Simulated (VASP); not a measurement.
# Ru (P6_3/mmc) in VASP: notebook, part 2 of 2

VASP 6.6.1. The steps go on from the part before.

## 4. Single point, PBEsol+D3(BJ)

This run uses another cell than the first one, of 14.39 Å³/atom, 1.019 times its volume.

Contents of INCAR:

```
PREC = Accurate
ENCUT = 520
EDIFF = 1E-6
ISMEAR = -1
SIGMA = 0.05
LREAL = F
LASPH = T
NELM = 100
ALGO = Normal
ISIF = 2
LWAVE = F
LCHARG = F
GGA = PS
IVDW = 12
NBANDS = 21
```

Contents of KPOINTS:

```
Automatic mesh
0
Gamma
  11 11 6
```

Contents of POSCAR:

```
Ru
1.0
    2.7588683749      0.0000000000      0.0000000000
   -1.3794341875      2.3892500984      0.0000000000
    0.0000000000      0.0000000000      4.3658801443
Ru
2
Direct
    0.6666666667      0.3333333333      0.7500000000
    0.3333333333      0.6666666667      0.2500000000
```

Run with:

```
cat potpaw_PBE.64/Ru_pv/POTCAR > POTCAR
mpirun -np 1 vasp_std > vasp.out
```

Wall time 35 s (1 thread of Intel Xeon Platinum 8259CL at 2.50GHz (Skylake/Cascade Lake), shared host); peak memory 0.17 GiB.

The run converged. Its results:

```yaml
Free_energy: -21.3001 eV
Pressure: -28.6 GPa
Band_gap_on_the_k_mesh: zero (band 14 reaches 13.03 eV, above the bottom of band 15 at 10.22 eV)
Dispersion_energy_per_atom: -0.560 eV
```

Stress tensor (GPa, compression positive):
```
-28.07   0.00   0.00
  0.00 -28.07   0.00
  0.00   0.00 -29.59
```

Levels at points of the mesh, in eV from the Fermi level:
| k point | band 12 | band 13 | band 14 | band 15 | band 16 | band 17 |
| --- | --- | --- | --- | --- | --- | --- |
| (0.00, 0.00, 0.00) | -1.69 | -1.69 | -1.21 | -1.21 | 1.16 | 1.16 |
| (0.00, 0.00, 0.50) | -2.47 | -2.47 | -2.47 | 0.56 | 0.56 | 0.56 |

Caveat: the PAW data sets were made with another functional, which shifts forces and pressure a little; pairwise dispersion overbinds metals, which lowers pressure and volume.

## 5. Single point, RPBE

This run uses another cell than the first one, of 14.39 Å³/atom, 1.019 times its volume.

Contents of INCAR:

```
  PREC = Accurate
  ENCUT = 520
  EDIFF = 1E-7
  ISMEAR = -1
  SIGMA = 0.05
  LREAL = F
  LASPH = T
  NELM = 80
  ALGO = Normal
  ISIF = 2
  LWAVE = F
  LCHARG = F
  GGA = RP
  NBANDS = 21
```

KPOINTS is that of step 4.

POSCAR is that of step 4.

Potentials or basis: VASP PAW PBE potentials, release 64 (Ru_pv).

Run with:

```
cat potpaw_PBE.64/Ru_pv/POTCAR > POTCAR
mpirun -np 1 vasp_std > vasp.out
```

OUTCAR:

```text
PREC = Accurate
   ENCUT = 520
   EDIFF = 1E-7
   ISMEAR = -1
   LREAL = F
   LASPH = T
   NELM = 80
   ISIF = 2
   GGA = RP

 ion  position               nearest neighbor table
   1  0.667  0.333  0.750-   2 2.70   2 2.70   2 2.70   2 2.70   2 2.70   2 2.70
   2  0.333  0.667  0.250-   1 2.70   1 2.70   1 2.70   1 2.70   1 2.70   1 2.70

  LATTYP: Found a hexagonal cell.
 ALAT       =     2.7588683749
 C/A-ratio  =     1.5824894671

  Lattice vectors:

 A1 = (   2.7588683749,   0.0000000000,   0.0000000000)
 A2 = (  -1.3794341875,   2.3892500984,   0.0000000000)
 A3 = (   0.0000000000,   0.0000000000,   4.3658801443)

Analysis of symmetry for initial positions (statically):
=====================================================================
 Subroutine PRICEL returns:
 Original cell was already a primitive cell.

 Routine SETGRP: Setting up the symmetry group for a
 hexagonal supercell.

 Subroutine GETGRP returns: Found 24 space group operations
 (whereof 12 operations were pure point group operations)
 out of a pool of 24 trial point group operations.

The static configuration has the point symmetry D_3d.
 The point group associated with its full space group is D_6h.

Analysis of symmetry for dynamics (positions and initial velocities):
=====================================================================
 Subroutine PRICEL returns:
 Original cell was already a primitive cell.

 Routine SETGRP: Setting up the symmetry group for a
 hexagonal supercell.

 Subroutine GETGRP returns: Found 24 space group operations
 (whereof 12 operations were pure point group operations)
 out of a pool of 24 trial point group operations.

The dynamic configuration has the point symmetry D_3d.
 The point group associated with its full space group is D_6h.

 Subroutine INISYM returns: Found 24 space group operations
 (whereof 12 operations are pure point group operations),
 and found     1 'primitive' translations

----------------------------------------------------------------------------------------

                                     Primitive cell

  volume of cell :      28.7783

  direct lattice vectors                    reciprocal lattice vectors
     2.758868375  0.000000000  0.000000000     0.362467456  0.209270683  0.000000000
    -1.379434188  2.389250098  0.000000000     0.000000000  0.418541366  0.000000000
     0.000000000  0.000000000  4.365880144     0.000000000  0.000000000  0.229048890

  length of vectors
     2.758868375  2.758868375  4.365880144     0.418541366  0.418541366  0.229048890

  position of ions in fractional coordinates (direct lattice)
     0.666666667  0.333333333  0.750000000
     0.333333333  0.666666667  0.250000000

  ion indices of the primitive-cell ions
   primitive index   ion index
                 1           1
                 2           2

----------------------------------------------------------------------------------------

 KPOINTS: Automatic mesh

Automatic generation of k-mesh.
 Grid dimensions read from file:
 generate k-points for:   11   11    6

 Generating k-lattice:

  Cartesian coordinates                     Fractional coordinates (reciprocal lattice)
     0.032951587  0.019024608  0.000000000     0.090909091  0.000000000  0.000000000
     0.000000000  0.038049215  0.000000000     0.000000000  0.090909091  0.000000000
     0.000000000  0.000000000  0.038174815     0.000000000  0.000000000  0.166666667

  Length of vectors
     0.038049215  0.038049215  0.038174815

  Shift w.r.t. Gamma in fractional coordinates (k-lattice)
     0.000000000  0.000000000  0.000000000

 Subroutine IBZKPT returns following result:
 ===========================================

 Found     64 irreducible k-points:

 Following reciprocal coordinates:
            Coordinates               Weight
  0.000000  0.000000  0.000000      1.000000
  0.090909  0.000000  0.000000      6.000000
  0.181818  0.000000  0.000000      6.000000
  0.272727  0.000000  0.000000      6.000000
  0.363636  0.000000  0.000000      6.000000
  0.454545  0.000000  0.000000      6.000000
[... 16 lines left out ...]
  0.090909  0.090909  0.166667     12.000000
  0.181818  0.090909  0.166667     24.000000
 [... further k-points ...]
   k-points           NKPTS =     64   k-points in BZ     NKDIM =     64   number of bands    NBANDS=     21
   number of dos      NEDOS =    301   number of ions     NIONS =      2
   total plane-waves  NPLWV =  18432
   dimension x,y,z NGX =    24 NGY =   24 NGZ =   32
   dimension x,y,z NGXF=    48 NGYF=   48 NGZF=   64
   ions per type =               2
   NGX,Y,Z   is equivalent  to a cutoff of  14.46, 14.46, 12.19 a.u.
   NGXF,Y,Z  is equivalent  to a cutoff of  28.92, 28.92, 24.37 a.u.
 SYSTEM =  unknown system
   PREC   = accura    normal or accurate (medium, high low for compatibility)
   ISTART =      0    job   : 0-new  1-cont  2-samecut
   ICHARG =      2    charge: 1-file 2-atom 10-const
   ISPIN  =      1    spin polarized calculation?
   LNONCOLLINEAR =      F non collinear calculations
   LSORBIT =      F    spin-orbit coupling
   LASPH  =      T    aspherical Exc in radial PAW
   ENCUT  =  520.0 eV  38.22 Ry    6.18 a.u.   5.13  5.13  8.12*2*pi/ulx,y,z
   NELM   =     80;   NELMIN=  2; NELMDL= -5     # of ELM steps
   EDIFF  = 0.1E-06   stopping-criterion for ELM
   LREAL  =      F    real-space projection
   EDIFFG = 0.1E-05   stopping-criterion for IOM
   NSW    =      0    number of steps for IOM
   IBRION =     -1    ionic relax: 0-MD 1-quasi-New 2-CG
   NFREE  =      0    steps in history (QN), initial steepest desc. (CG)
   ISIF   =      2    stress and relaxation
   ISYM   =      2    0-nonsym 1-usesym 2-fastsym
   POTIM  = 0.5000    time-step for ionic-motion
   TEBEG  =    0.0;   TEEND  =   0.0 temperature during run
   PSTRESS=    0.0 pullay stress
   NELECT =      28.0000    total number of electrons
   NUPDOWN=      -1.0000    fix difference up-down
   EMIN   =  10.00;   EMAX   =-10.00  energy-range for DOS
   EFERMI =   0.00;   METHOD = LEGACY
   ISMEAR =    -1;   SIGMA  =   0.05  broadening in eV -4-tet -1-fermi 0-gaus
   EFERMI_NEDOS =   21; number of points for ismear=-14 and -15
   IALGO  =     38    algorithm
   IMIX   =      4    mixing-type and parameters
     AMIX     =   0.40;   BMIX     =  1.00
     AMIX_MAG =   1.60;   BMIX_MAG =  1.00
  volume/ion in A,a.u.               =      14.39        97.10
  Fermi-wavevector in a.u.,A,eV,Ry     =   1.622206  3.065525 35.804449  2.631553
  Thomas-Fermi vector in A             =   2.715857
   LORBIT       =      0    0 simple, 1 ext, 2 COOP (PROOUT), +10 PAW based schemes
   GGA     = RP    functional components
   LHFCALC =     F    Hartree Fock is set to
   AEXX    =    0.0000 exact exchange contribution
   IVDW    =     0    specifies the selected vdW correction
   LEPSILON=     F    determine dielectric tensor
   LRPA    =     F    only Hartree local field effects (RPA)
 non-spin polarized calculation
  energy-cutoff  :      520.00
  volume of cell :       28.78
 maximum number of plane-waves:       796
 NGX is ok and might be reduce to    24
   NGX = 11   NGY = 11   NGZ = 17

 number of electron      28.0000012 magnetization

 Free energy of the ion-electron system (eV)
  ---------------------------------------------------
  ext. energy  EPLUGINS =         0.00000000
  ---------------------------------------------------
  free energy    TOTEN  =       -17.15057969 eV

  energy without entropy =      -17.13233226  energy(sigma->0) =      -17.14145597

 E-fermi :  11.8215     XC(G=0): -13.6846

 val. band max:       11.7999695084   @ k =   0.2727   0.0000   0.0000
 cond. band min:      11.8370551861   @ k =   0.2727   0.1818   0.0000
 fundamental gap:      0.0370856777
 Fermi energy:        11.8214735228

 k-point     1 :       0.0000    0.0000    0.0000
  band No.  band energies     occupation
      1     -31.5601      2.00000
      2     -30.7922      2.00000
      3     -30.7922      2.00000
      4     -30.6505      2.00000
      5     -30.6505      2.00000
      6     -30.6186      2.00000
[... 13 lines left out ...]
     20      22.4785      0.00000
     21      22.4793      0.00000

 k-point     2 :       0.0909    0.0000    0.0000
  band No.  band energies     occupation
      1     -31.5370      2.00000
      2     -30.8404      2.00000
      3     -30.8085      2.00000
      4     -30.7009      2.00000
      5     -30.6574      2.00000
      6     -30.6295      2.00000
[... 520 lines left out ...]
 k-point    24 :       0.1818    0.0909    0.1667
  band No.  band energies     occupation
      1     -31.3887      2.00000
      2     -31.0321      2.00000
      3     -30.9928      2.00000
      4     -30.8672      2.00000
      5     -30.7267      2.00000
      6     -30.7010      2.00000
[... 13 lines left out ...]
     20      22.4784      0.00000
     21      23.0238      0.00000

 [... further k-points ...]
[... 5 lines left out ...]
  --------------------------------------------------------------------------------------
  -------------------------------------------------------------------------------------
  Total       -1.4218773     -1.4218773     -1.5921558      0.0000000      0.0000000      0.0000000
  in kB      -79.1604585    -79.1604585    -88.6404087      0.0000000      0.0000000      0.0000000
  external PRESSURE =     -82.3204419 kB  Pullay stress =       0.0000000 kB

 VOLUME and BASIS-vectors are now :
 -----------------------------------------------------------------------------
  energy-cutoff  :      520.00
  volume of cell :       28.78
      direct lattice vectors                 reciprocal lattice vectors
     2.758868375  0.000000000  0.000000000     0.362467456  0.209270683  0.000000000
    -1.379434188  2.389250098  0.000000000     0.000000000  0.418541366  0.000000000
     0.000000000  0.000000000  4.365880144     0.000000000  0.000000000  0.229048890

 POSITION                                       TOTAL-FORCE (eV/Angst)
 -----------------------------------------------------------------------------------
      1.37943      0.79642      3.27441         0.000000     -0.000000      0.000000
     -0.00000      1.59283      1.09147        -0.000000      0.000000      0.000000
 -----------------------------------------------------------------------------------
    total drift:                               -0.000000      0.000000     -0.000000

  FREE ENERGIE OF THE ION-ELECTRON SYSTEM (eV)
  ---------------------------------------------------
  free  energy   TOTEN  =       -17.1505796872 eV

  energy  without entropy=      -17.1323322624  energy(sigma->0) =      -17.14145597
```

OSZICAR:

```text
N       E                     dE             d eps       ncg     rms          rms(c)
DAV:   1     0.288381864657E+03    0.28838E+03   -0.17529E+04  2696   0.147E+03
DAV:   2    -0.127719876738E+02   -0.30115E+03   -0.29238E+03  2743   0.442E+02
DAV:   3    -0.183855003365E+02   -0.56135E+01   -0.55813E+01  3168   0.676E+01
DAV:   4    -0.184291582971E+02   -0.43658E-01   -0.43606E-01  3400   0.565E+00
DAV:   5    -0.184296726478E+02   -0.51435E-03   -0.51177E-03  3064   0.553E-01    0.148E+01
DAV:   6    -0.172202053367E+02    0.12095E+01   -0.28589E+00  3018   0.165E+01    0.363E+00
DAV:   7    -0.171552532315E+02    0.64952E-01   -0.24748E-01  3198   0.400E+00    0.993E-01
DAV:   8    -0.171506593673E+02    0.45939E-02   -0.16721E-02  2916   0.864E-01    0.262E-01
DAV:   9    -0.171505735944E+02    0.85773E-04   -0.10710E-03  3095   0.342E-01    0.384E-02
DAV:  10    -0.171505861636E+02   -0.12569E-04   -0.83560E-05  3038   0.941E-02    0.240E-02
DAV:  11    -0.171505799188E+02    0.62448E-05   -0.21781E-05  3078   0.429E-02    0.347E-03
DAV:  12    -0.171505796925E+02    0.22635E-06   -0.62160E-07  3067   0.783E-03    0.355E-04
DAV:  13    -0.171505796872E+02    0.52742E-08   -0.32790E-09  1829   0.537E-04
   1 F= -.17150580E+02 E0= -.17141456E+02  d E =-.182474E-01
```

stdout:

```text
POSCAR found type information on POSCAR Ru
 POSCAR found :  1 types and       2 ions
 scaLAPACK will be used
 -----------------------------------------------------------------------------
|                                                                             |
|                                                                             |
|     You enforced a specific xc type in the INCAR file but a different       |
|     I HOPE YOU KNOW WHAT YOU ARE DOING!                                     |
|                                                                             |
 -----------------------------------------------------------------------------

 LDA part: xc-table for (Slater+PW92), standard interpolation
 POSCAR, INCAR and KPOINTS ok, starting setup
 FFT: planning ... GRIDC
 FFT: planning ... GRID_SOFT
 FFT: planning ... GRID
 WAVECAR not read
 entering main loop
```

Run time: 42 s. Hardware: 1 thread of Intel Xeon Platinum 8259CL at 2.50GHz (Skylake/Cascade Lake), shared host; peak memory 0.16 GiB.

What came out:

* Free energy: -17.1506 eV
* Pressure: -8.2 GPa
* Band gap on the k mesh: zero (band 14 reaches 13.23 eV, above the bottom of band 15 at 10.45 eV)

Caveat: the PAW data sets were made with another functional, which shifts forces and pressure a little.

## 6. Single point, PBE (volume scaled by 1.02)

Contents of INCAR:

```
ALGO = Normal ; EDIFF = 1E-6
ENCUT = 520 ; GGA = PE
ISIF = 2 ; ISMEAR = -1
LASPH = True ; LCHARG = True
LELF = True ; LREAL = False
LVHAR = True ; LWAVE = False
NBANDS = 21 ; NELM = 80
PREC = Accurate ; SIGMA = 0.05
```

Contents of KPOINTS:

```
k-points
0
Gamma
  11 11 6
```

Contents of POSCAR:

```
Ru
1.0
    2.7237197275      0.0000000000      0.0000000000
   -1.3618598638      2.3588104769      0.0000000000
    0.0000000000      0.0000000000      4.3102577801
Ru
2
Direct
    0.6666666667      0.3333333333      0.7500000000
    0.3333333333      0.6666666667      0.2500000000
```

Potentials or basis: VASP PAW PBE potentials, release 64 (Ru_pv).

Run with:

```
cat potpaw_PBE.64/Ru_pv/POTCAR > POTCAR
mpirun -np 1 vasp_std > vasp.out
```

Wall time 18 s (1 thread of Intel Xeon Platinum 8488C (Sapphire Rapids), shared host); peak memory 0.15 GiB.

The run converged. Its results:

```yaml
Free_energy: -18.4645 eV
Pressure: -1.8 GPa
Band_gap_on_the_k_mesh: zero (band 14 reaches 13.93 eV, above the bottom of band 15 at 10.96 eV)
```

Stress tensor (GPa, compression positive):
```
-1.68  0.00  0.00
 0.00 -1.68  0.00
 0.00  0.00 -2.14
```

Levels at points of the mesh, in eV from the Fermi level:
| k point | band 10 | band 11 | band 12 | band 13 | band 14 | band 15 | band 16 | band 17 | band 18 | band 19 |
| --- | --- | --- | --- | --- | --- | --- | --- | --- | --- | --- |
| (0.00, 0.00, 0.00) | -2.45 | -2.28 | -1.79 | -1.79 | -1.28 | -1.28 | 1.21 | 1.21 | 1.34 | 10.13 |
| (0.00, 0.00, 0.50) | -2.61 | -2.61 | -2.61 | -2.58 | -2.58 | 0.59 | 0.59 | 0.59 | 0.59 | 10.51 |

Caveat: the cell differs from its parent crystal (volume scaled by 1.02).

## 7. The runs side by side

| level | potentials or basis | cell | gap on the mesh (eV) | pressure (GPa) |
| --- | --- | --- | --- | --- |
| LDA | VASP PAW LDA potentials, release 64 (Ru_pv) | a = 2.741, b = 2.741, c = 4.338 Å, angles 90.0, 90.0, 120.0°, 2 atoms | none | -22.5 |
| PBE+D4 | VASP PAW PBE potentials, release 64 (Ru_pv) | a = 2.759, b = 2.759, c = 4.366 Å, angles 90.0, 90.0, 120.0°, 2 atoms | none | -17.7 |
| PBEsol+D3(BJ) | VASP PAW PBE potentials, release 64 (Ru_pv) | a = 2.759, b = 2.759, c = 4.366 Å, angles 90.0, 90.0, 120.0°, 2 atoms | none | -28.6 |
| RPBE | VASP PAW PBE potentials, release 64 (Ru_pv) | a = 2.759, b = 2.759, c = 4.366 Å, angles 90.0, 90.0, 120.0°, 2 atoms | none | -8.2 |
| PBE | VASP PAW PBE potentials, release 64 (Ru_pv) | a = 2.724, b = 2.724, c = 4.310 Å, angles 90.0, 90.0, 120.0°, 2 atoms | none | -1.8 |

Alike in all rows: task single point; no spin polarisation; k mesh 11 × 11 × 6; cutoff (eV) 520; smearing fermi-dirac 0.05 eV.

Caveats: pairwise dispersion overbinds metals, which lowers pressure and volume (some runs); the PAW data sets were made with another functional, which shifts forces and pressure a little (some runs).

Total energies depend on the potentials used, so only differences within one code and one set of settings carry meaning.
